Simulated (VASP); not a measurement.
# LiTmH4 (C2/m) in VASP: single point with PBE

Aim: the single point of LiTmH4 with PBE.

Everything below comes from runs of VASP 6.6.1. Logs are shortened: lines on timing, memory, paths and dates and some standing lists are left out, and cuts for length are marked.

### 1 The cell of the first run

The typed cell holds 6 atoms: a = 4.190 Å, b = 4.190 Å, c = 3.498 Å, α = 114.63°, β = 114.63°, γ = 85.47°.

### 2 Single point, PBE

INCAR

```
SYSTEM = LiTmH4
ALGO = Normal
EDIFF = 1E-6
ENCUT = 750
GGA = PE
GGA_COMPAT = .False.
ISIF = 2
ISMEAR = 0
LASPH = .True.
LCHARG = .False.
LMAXMIX = 6
LREAL = .False.
LWAVE = .False.
NBANDS = 24
NELM = 200
PREC = Accurate
SIGMA = 0.15
```

KPOINTS

```
k-points
0
Gamma
  3 3 3
  0 0 0
```

POSCAR

```
LiTmH4
1.0
    3.0460960086     -2.8435191318      0.4411321037
    3.0460960086      2.8435191318      0.4411321037
   -2.3768590521      0.0000000000      2.5662171694
Li Tm H
1 1 4
Direct
    0.5000000000      0.5000000000      0.5000000000
    0.0000000000      0.0000000000      0.5000000000
    1.0279497353      0.4023794881      1.2150791099
    0.5976205119     -0.0279497353     -0.2150791099
   -0.0279497353      0.5976205119     -0.2150791099
    0.4023794881      1.0279497353      1.2150791099
```

Potentials or basis: VASP PAW PBE potentials, release 64 (Li_sv, Tm, H).

Run with:

```bash
cat potpaw_PBE.64/Li_sv/POTCAR potpaw_PBE.64/Tm/POTCAR potpaw_PBE.64/H/POTCAR > POTCAR
mpirun -np 1 vasp_std > vasp.out
```

OUTCAR:

```text
SYSTEM = LiTmH4
   EDIFF = 1E-6
   ENCUT = 750
   GGA = PE
   ISIF = 2
   ISMEAR = 0
   LASPH = .True.
   LREAL = .False.
   NELM = 200
   PREC = Accurate

 ion  position               nearest neighbor table
   1  0.500  0.500  0.500-   2 2.84   2 2.84   2 3.08   2 3.08   2 3.08   2 3.08
   2  0.000  0.000  0.500-   4 2.29   5 2.29   3 2.29   6 2.29   5 2.32   6 2.32   3 2.32   4 2.32
                             4 2.32   5 2.32   3 2.32   6 2.32   1 2.84   1 2.84   1 3.08   1 3.08
   3  0.028  0.402  0.215-   2 2.29   2 2.32   2 2.32
   4  0.598  0.972  0.785-   2 2.29   2 2.32   2 2.32
   5  0.972  0.598  0.785-   2 2.29   2 2.32   2 2.32
   6  0.402  0.028  0.215-   2 2.29   2 2.32   2 2.32

  LATTYP: Found a base centered monoclinic cell.
 ALAT       =     6.1557447727
 B/A-ratio  =     0.9238586838
 C/A-ratio  =     0.5682247299
 COS(beta)  =    -0.5673548870

  Lattice vectors:

 A1 = (   3.0460960086,  -2.8435191318,   0.4411321037)
 A2 = (   3.0460960086,   2.8435191318,   0.4411321037)
 A3 = (  -2.3768590521,   0.0000000000,   2.5662171694)

Analysis of symmetry for initial positions (statically):
=====================================================================
 Subroutine PRICEL returns:
 Original cell was already a primitive cell.

 Routine SETGRP: Setting up the symmetry group for a
 base centered monoclinic supercell.

 Subroutine GETGRP returns: Found  4 space group operations
 (whereof  4 operations were pure point group operations)
 out of a pool of  4 trial point group operations.

The static configuration has the point symmetry C_2h.

Analysis of symmetry for dynamics (positions and initial velocities):
=====================================================================
 Subroutine PRICEL returns:
 Original cell was already a primitive cell.

 Routine SETGRP: Setting up the symmetry group for a
 base centered monoclinic supercell.

 Subroutine GETGRP returns: Found  4 space group operations
 (whereof  4 operations were pure point group operations)
 out of a pool of  4 trial point group operations.

The dynamic configuration has the point symmetry C_2h.

 Subroutine INISYM returns: Found  4 space group operations
 (whereof  4 operations are pure point group operations),
 and found     1 'primitive' translations

----------------------------------------------------------------------------------------

                                     Primitive cell

  volume of cell :      50.4182

  direct lattice vectors                    reciprocal lattice vectors
     3.046096009 -2.843519132  0.441132104     0.144731310 -0.175838451  0.134051759
     3.046096009  2.843519132  0.441132104     0.144731310  0.175838451  0.134051759
    -2.376859052  0.000000000  2.566217169    -0.049758554  0.000000000  0.343591705

  length of vectors
     4.190334053  4.190334053  3.497846411     0.264265372  0.264265372  0.347175997

  position of ions in fractional coordinates (direct lattice)
     0.500000000  0.500000000  0.500000000
     0.000000000  0.000000000  0.500000000
     0.027949735  0.402379488  0.215079110
     0.597620512  0.972050265  0.784920890
     0.972050265  0.597620512  0.784920890
     0.402379488  0.027949735  0.215079110

  ion indices of the primitive-cell ions
   primitive index   ion index
                 1           1
                 2           2
                 3           3
                 4           4
                 5           5
                 6           6

----------------------------------------------------------------------------------------

 KPOINTS: k-points

Automatic generation of k-mesh.
 Grid dimensions read from file:
 generate k-points for:    3    3    3

 Generating k-lattice:

  Cartesian coordinates                     Fractional coordinates (reciprocal lattice)
     0.048243770 -0.058612817  0.044683920     0.333333333  0.000000000 -0.000000000
     0.048243770  0.058612817  0.044683920     0.000000000  0.333333333 -0.000000000
    -0.016586185  0.000000000  0.114530568     0.000000000  0.000000000  0.333333333

  Length of vectors
     0.088088457  0.088088457  0.115725332

  Shift w.r.t. Gamma in fractional coordinates (k-lattice)
     0.000000000  0.000000000  0.000000000

 Subroutine IBZKPT returns following result:
 ===========================================

 Found     10 irreducible k-points:

 Following reciprocal coordinates:
            Coordinates               Weight
  0.000000  0.000000  0.000000      1.000000
  0.333333  0.000000  0.000000      4.000000
  0.333333  0.333333 -0.000000      2.000000
 -0.333333  0.333333  0.000000      2.000000
 -0.000000 -0.000000  0.333333      2.000000
  0.333333 -0.000000  0.333333      4.000000
 -0.333333 -0.000000  0.333333      4.000000
  0.333333  0.333333  0.333333      2.000000
 -0.333333  0.333333  0.333333      4.000000
 -0.333333 -0.333333  0.333333      2.000000
   k-points           NKPTS =     10   k-points in BZ     NKDIM =     10   number of bands    NBANDS=     24
   number of dos      NEDOS =    301   number of ions     NIONS =      6
   total plane-waves  NPLWV =  51200
   dimension x,y,z NGX =    40 NGY =   40 NGZ =   32
   dimension x,y,z NGXF=    80 NGYF=   80 NGZF=   64
   ions per type =               1   1   4
   NGX,Y,Z   is equivalent  to a cutoff of  15.87, 15.87, 15.21 a.u.
   NGXF,Y,Z  is equivalent  to a cutoff of  31.74, 31.74, 30.42 a.u.
 SYSTEM =  LiTmH4
   PREC   = accura    normal or accurate (medium, high low for compatibility)
   ISTART =      0    job   : 0-new  1-cont  2-samecut
   ICHARG =      2    charge: 1-file 2-atom 10-const
   ISPIN  =      1    spin polarized calculation?
   LNONCOLLINEAR =      F non collinear calculations
   LSORBIT =      F    spin-orbit coupling
   LASPH  =      T    aspherical Exc in radial PAW
   ENCUT  =  750.0 eV  55.12 Ry    7.42 a.u.   9.36  9.36  7.81*2*pi/ulx,y,z
   NELM   =    200;   NELMIN=  2; NELMDL= -5     # of ELM steps
   EDIFF  = 0.1E-05   stopping-criterion for ELM
   LREAL  =      F    real-space projection
   EDIFFG = 0.1E-04   stopping-criterion for IOM
   NSW    =      0    number of steps for IOM
   IBRION =     -1    ionic relax: 0-MD 1-quasi-New 2-CG
   NFREE  =      0    steps in history (QN), initial steepest desc. (CG)
   ISIF   =      2    stress and relaxation
   ISYM   =      2    0-nonsym 1-usesym 2-fastsym
   POTIM  = 0.5000    time-step for ionic-motion
   TEBEG  =    0.0;   TEEND  =   0.0 temperature during run
   PSTRESS=    0.0 pullay stress
   NELECT =      30.0000    total number of electrons
   NUPDOWN=      -1.0000    fix difference up-down
   EMIN   =  10.00;   EMAX   =-10.00  energy-range for DOS
   EFERMI =   0.00;   METHOD = LEGACY
   ISMEAR =     0;   SIGMA  =   0.15  broadening in eV -4-tet -1-fermi 0-gaus
   EFERMI_NEDOS =   21; number of points for ismear=-14 and -15
   IALGO  =     38    algorithm
   IMIX   =      4    mixing-type and parameters
     AMIX     =   0.40;   BMIX     =  1.00
     AMIX_MAG =   1.60;   BMIX_MAG =  1.00
  volume/ion in A,a.u.               =       8.40        56.71
  Fermi-wavevector in a.u.,A,eV,Ry     =   1.376954  2.602067 25.796693  1.896003
  Thomas-Fermi vector in A             =   2.502152
   LORBIT       =      0    0 simple, 1 ext, 2 COOP (PROOUT), +10 PAW based schemes
   GGA     = PE    functional components
   LHFCALC =     F    Hartree Fock is set to
   AEXX    =    0.0000 exact exchange contribution
   IVDW    =     0    specifies the selected vdW correction
   LEPSILON=     F    determine dielectric tensor
   LRPA    =     F    only Hartree local field effects (RPA)
 non-spin polarized calculation
 Gauss-broadening in eV      SIGMA  =   0.15
  energy-cutoff  :      750.00
  volume of cell :       50.42
 maximum number of plane-waves:      2364
 NGX is ok and might be reduce to    40
   NGX = 19   NGY = 19   NGZ = 15

 number of electron      29.9999998 magnetization

 Free energy of the ion-electron system (eV)
  ---------------------------------------------------
  ext. energy  EPLUGINS =         0.00000000
  ---------------------------------------------------
  free energy    TOTEN  =       -20.24160172 eV

  energy without entropy =      -20.12198603  energy(sigma->0) =      -20.18179387

 E-fermi :   2.0778     XC(G=0): -10.1341

 val. band max:        1.9775091120   @ k =  -0.3333   0.3333   0.0000
 cond. band min:       2.0981790102   @ k =  -0.3333  -0.3333   0.3333
 fundamental gap:      0.1206698982
 Fermi energy:         2.0778038615

 k-point     1 :       0.0000    0.0000    0.0000
  band No.  band energies     occupation
      1     -47.3830      2.00000
      2     -43.8529      2.00000
      3     -20.7491      2.00000
      4     -20.6976      2.00000
      5     -20.4507      2.00000
      6      -6.5264      2.00000
[... 16 lines left out ...]
     23      10.8146      0.00000
     24      12.2515      0.00000

 k-point     2 :       0.3333    0.0000    0.0000
  band No.  band energies     occupation
      1     -47.3803      2.00000
      2     -43.8532      2.00000
      3     -20.8477      2.00000
      4     -20.7128      2.00000
      5     -20.4614      2.00000
      6      -5.6124      2.00000
[... 16 lines left out ...]
     23      11.2287      0.00000
     24      12.7185      0.00000

 k-point     3 :       0.3333    0.3333   -0.0000
  band No.  band energies     occupation
      1     -47.3779      2.00000
      2     -43.8530      2.00000
      3     -20.8512      2.00000
      4     -20.8243      2.00000
      5     -20.4726      2.00000
      6      -4.3648      2.00000
[... 16 lines left out ...]
     23      10.7394      0.00000
     24      11.2254      0.00000
[... 136 lines left out ...]
 k-point     9 :      -0.3333    0.3333    0.3333
  band No.  band energies     occupation
      1     -47.3674      2.00000
      2     -43.8523      2.00000
      3     -20.8038      2.00000
      4     -20.7893      2.00000
      5     -20.7126      2.00000
      6      -3.5274      2.00000
[... 16 lines left out ...]
     23      11.0391      0.00000
     24      12.3435      0.00000

 k-point    10 :      -0.3333   -0.3333    0.3333
  band No.  band energies     occupation
      1     -47.3687      2.00000
      2     -43.8521      2.00000
      3     -20.8078      2.00000
      4     -20.7219      2.00000
      5     -20.7178      2.00000
      6      -4.4810      2.00000
[... 16 lines left out ...]
     23      11.6343      0.00000
     24      11.7803      0.00000

------------------------ aborting loop because EDIFF is reached ----------------------------------------

  FORCE on cell =-STRESS in cart. coord.  units (eV):
  Direction    XX          YY          ZZ          XY          YZ          ZX
  --------------------------------------------------------------------------------------
  -------------------------------------------------------------------------------------
  Total        0.2024418      1.2082866      0.2284390      0.0000000      0.0000000     -0.1612919
  in kB        6.4331491     38.3966609      7.2592845      0.0000000      0.0000000     -5.1254966
  external PRESSURE =      17.3630315 kB  Pullay stress =       0.0000000 kB

 VOLUME and BASIS-vectors are now :
 -----------------------------------------------------------------------------
  energy-cutoff  :      750.00
  volume of cell :       50.42
      direct lattice vectors                 reciprocal lattice vectors
     3.046096009 -2.843519132  0.441132104     0.144731310 -0.175838451  0.134051759
     3.046096009  2.843519132  0.441132104     0.144731310  0.175838451  0.134051759
    -2.376859052  0.000000000  2.566217169    -0.049758554  0.000000000  0.343591705

 POSITION                                       TOTAL-FORCE (eV/Angst)
 -----------------------------------------------------------------------------------
      1.85767      0.00000      1.72424         0.000000     -0.000000     -0.000000
     -1.18843      0.00000      1.28311         0.000000     -0.000000     -0.000000
      0.79961      1.06470      0.74177        -0.034675     -0.036640     -0.030855
      2.91572      1.06470      2.70671         0.034675     -0.036640      0.030855
      2.91572     -1.06470      2.70671         0.034675      0.036640      0.030855
      0.79961     -1.06470      0.74177        -0.034675      0.036640     -0.030855
 -----------------------------------------------------------------------------------
    total drift:                               -0.000000     -0.000000      0.000000

  FREE ENERGIE OF THE ION-ELECTRON SYSTEM (eV)
  ---------------------------------------------------
  free  energy   TOTEN  =       -20.2416017165 eV

  energy  without entropy=      -20.1219860287  energy(sigma->0) =      -20.18179387
```

Run time: 69 s. Hardware: 1 thread of Intel Xeon Platinum 8488C (Sapphire Rapids), shared host; peak memory 0.24 GiB.

Results:

| Item | Value |
| --- | --- |
| Free energy | -20.2416 eV |
| Pressure | 1.7 GPa |
| Largest force | 0.059 eV/Å |
| Band gap on the k mesh | zero (band 15 reaches 2.64 eV, above the bottom of band 16 at 2.10 eV) |

Forces on the atoms (eV/Å):
```
Li   0.000  0.000  0.000
Tm   0.000  0.000  0.000
H   -0.035 -0.037 -0.031
H    0.035 -0.037  0.031
H    0.035  0.037  0.031
H   -0.035  0.037 -0.031
```

Stress tensor (GPa, compression positive):
```
 0.64  0.00 -0.51
 0.00  3.84  0.00
-0.51  0.00  0.73
```

Levels at points of the mesh, in eV from the Fermi level:
| k point | band 13 | band 14 | band 15 | band 16 | band 17 | band 18 |
| --- | --- | --- | --- | --- | --- | --- |
| (0.00, 0.00, 0.00) | -0.16 | -0.16 | 0.56 | 1.49 | 1.79 | 3.98 |

Caveat: the k points lie up to 0.73 Å⁻¹ apart; spin-orbit coupling is left out, which moves the levels of the heavy elements; without U or exact exchange the open f shell lies at the Fermi level, which spoils levels, moments and volumes. Spin polarisation is off, so any magnetic state and its effect on volume and gap are missing.
